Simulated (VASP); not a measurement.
Set up this calculation in VASP 6.6.1, as the native input.

```
Task                   : single point
Functional             : LDA
Potentials or basis    : VASP PAW LDA potentials, release 64 (Rh_pv)
Cutoff                 : 520 eV
k mesh                 : 15 × 15 × 1
Occupations            : gaussian, width 0.1 eV
Spin                   : no spin polarisation
Dipole correction      : yes
Further INCAR settings : ALGO = Fast; EDIFF = 1e-06; NBANDS = 54
```

The structure of Rh lies in POSCAR:

```
Rh
1.0
    2.6542592381      0.0000000000      0.0000000000
   -1.3271296191      2.2986559284      0.0000000000
    0.0000000000      0.0000000000     25.8359679642
Rh
6
Direct
    0.6666666667      0.3333333333      0.2921448005
    0.3333333333      0.6666666667      0.3743461051
    0.0000000000      0.0000000000      0.4577298458
    0.6666666667      0.3333333333      0.5422701541
    0.3333333333      0.6666666667      0.6256538948
    0.0000000000      0.0000000000      0.7078551997
```

One way to write it, as run:

INCAR

```
SYSTEM = Rh
PREC = Accurate
ENCUT = 520
EDIFF = 1E-6
ISMEAR = 0
SIGMA = 0.1
LREAL = .False.
LASPH = .True.
NELM = 100
ALGO = Fast
ISIF = 2
LWAVE = .False.
LCHARG = .True.
LDIPOL = .True.
IDIPOL = 3
DIPOL = 0.5 0.5 0.500
GGA = CA
LELF = .True.
LVHAR = .True.
LVACPOTAV = .True.
NBANDS = 54
```

KPOINTS

```
Automatic mesh
0
Gamma
  15 15 1
  0 0 0
```

Potentials or basis: VASP PAW LDA potentials, release 64 (Rh_pv).

Launch:

```sh
$ cat potpaw_LDA.64/Rh_pv/POTCAR > POTCAR
$ mpirun -np 1 vasp_std > vasp.out
```

It gave:

```yaml
Largest_force: 0.046 eV/Å
Band_gap_on_the_k_mesh: zero (bands 45 and 46 overlap by 1.81 eV)
```

Run time: 12 min on 1 thread of Intel Xeon 8259CL (shared host), peak memory 0.3 GiB.
